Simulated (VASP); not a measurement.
Runs of VASP 6.6.1 on Ti. The structure is that of space group Pm-3m (No. 221), or close to it. The cells are those of the table. 

```tsv
task	cell	k mesh for the DOS	occupations for the DOS	gap on the mesh (eV)	pressure (GPa)
single point	a = 2.450 Å, 1 atom	-	-	none	25.6
single point	a = 2.548 Å, 1 atom	-	-	none	(b)
single point	a = 2.226 Å, 1 atom	-	-	none	(a)
single point	a = 2.343 Å, 1 atom	-	-	none	52.1
single point	a = 1.945 Å, 1 atom	-	-	none	404.2
single point	a = 2.095 Å, 1 atom	-	-	none	187.0
```

Alike in all rows: level PBE; potentials or basis VASP PAW PBE potentials, release 64 (Ti_sv); no spin polarisation; k mesh 14 × 14 × 14; cutoff (eV) 520; smearing fermi-dirac 0.05 eV.

Question: Estimate the missing entries.

Answer: (a) 96.8; (b) 9.8.

A gap of «none» marks levels without a gap at the run's occupations.
